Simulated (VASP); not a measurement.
HfO2: single point with PBE

The system is HfO2.

```xyz
24
Lattice="5.1264 0.0000 0.0000 0.0000 10.1490 0.0000 0.0000 0.0000 5.2964" Properties=species:S:1:pos:R:3 pbc="T T T"
Hf    3.8294    8.9730    5.1070
Hf    1.2662    6.2505    0.1894
Hf    1.2970    3.8985    2.8376
Hf    3.8602    1.1760    2.4588
Hf    1.2970    1.1760    0.1894
Hf    3.8602    3.8985    5.1070
Hf    3.8294    6.2505    2.4588
Hf    1.2662    8.9730    2.8376
O     4.5003    7.9992    3.3296
O     1.9371    7.2243    1.9668
O     0.6261    2.9247    4.6150
O     3.1893    2.1498    0.6814
O     0.6261    2.1498    1.9668
O     3.1893    2.9247    3.3296
O     4.5003    7.2243    0.6814
O     1.9371    7.9992    4.6150
O     2.5754    9.9276    1.3843
O     0.0122    5.2960    3.9121
O     2.5510    4.8531    1.2639
O     5.1142    0.2215    4.0325
O     2.5510    0.2215    3.9121
O     5.1142    4.8531    1.3843
O     2.5754    5.2960    4.0325
O     0.0122    9.9276    1.2639
```

```json
{
 "Program": "VASP 6.6.1",
 "Task": "single point",
 "Functional": "PBE",
 "Potentials or basis": "VASP PAW PBE potentials, release 64 (Hf_pv, O)",
 "Cutoff": "520 eV",
 "k mesh": "5 × 3 × 5",
 "Occupations": "fermi-dirac, width 0.02 eV",
 "Spin": "no spin polarisation"
}
```

```json
{
 "Pressure": "-6.3 GPa",
 "Largest force": "0.051 eV/Å",
 "Band gap on the k mesh": "4.12 eV (least direct gap 4.35 eV)"
}
```

Forces on the atoms (eV/Å):
```
Hf  -0.020  0.004 -0.047
Hf  -0.020 -0.004  0.047
Hf   0.020  0.004  0.047
Hf   0.020 -0.004 -0.047
Hf   0.020 -0.004  0.047
Hf   0.020  0.004 -0.047
Hf  -0.020 -0.004 -0.047
Hf  -0.020  0.004  0.047
O    0.020 -0.002  0.036
O    0.020  0.002 -0.036
O   -0.020 -0.002 -0.036
O   -0.020  0.002  0.036
O   -0.020  0.002 -0.036
O   -0.020 -0.002  0.036
O    0.020  0.002  0.036
O    0.020 -0.002 -0.036
O   -0.009  0.036  0.003
O   -0.009 -0.036 -0.003
O    0.009  0.036 -0.003
O    0.009 -0.036  0.003
O    0.009 -0.036 -0.003
O    0.009  0.036  0.003
O   -0.009 -0.036  0.003
O   -0.009  0.036 -0.003
```

Stress tensor (GPa, compression positive):
```
-5.83  0.00  0.00
 0.00 -6.30  0.00
 0.00  0.00 -6.63
```

Levels at points of the mesh, in eV from the valence-band top:
```tsv
k point	band 86	band 87	band 88	band 89	band 90	band 91
(0.00, 0.00, 0.00)	-0.13	-0.10	0.00	4.38	4.75	4.81
```

Run time: 15 min on 1 thread of Intel(R) Xeon(R) Platinum 8259CL CPU @ 2.50GHz (Skylake/Cascade Lake), on a shared host, peak memory 0.54 GiB.

Caveat: the cell stands under tension; spin-orbit coupling is left out, which moves the levels of the heavy elements; an odd mesh through Γ misses points on the zone boundary, where band edges can lie.
